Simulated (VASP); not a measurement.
Here is a VASP 6.6.1 calculation.

Contents of INCAR:

```
  PREC = Accurate
  ENCUT = 520
  EDIFF = 1E-6
  ISMEAR = -1
  SIGMA = 0.1
  LREAL = False
  LASPH = True
  NELM = 80
  ALGO = Normal
  ISIF = 2
  LWAVE = False
  LCHARG = False
  GGA = RE
  NBANDS = 10
```

Contents of KPOINTS:

```
Automatic mesh
0
Gamma
  20 20 11
```

File POSCAR:

```
Al
1.0
    2.8926202137      0.0000000000      0.0000000000
   -1.4463101069      2.5050825886      0.0000000000
    0.0000000000      0.0000000000      4.6533925507
Al
2
Direct
    0.3333333333      0.6666666667      0.2500000000
    0.6666666667      0.3333333333      0.7500000000
```

Potentials or basis: VASP PAW PBE potentials, release 64 (Al).

Launch:

```sh
$ cat potpaw_PBE.64/Al/POTCAR > POTCAR
$ mpirun -np 1 vasp_std > vasp.out
```

Task: Predict the band gap on the k mesh.

Result: Zero (band 3 reaches 11.60 eV, above the bottom of band 4 at 4.83 eV).

Task: Estimate the pressure.

Result: 0.0 GPa.

Stress tensor (GPa, compression positive):
```
-0.61  0.00  0.00
 0.00 -0.61  0.00
 0.00  0.00  1.22
```

Caveat: the PAW data sets were made with another functional, which shifts forces and pressure a little.
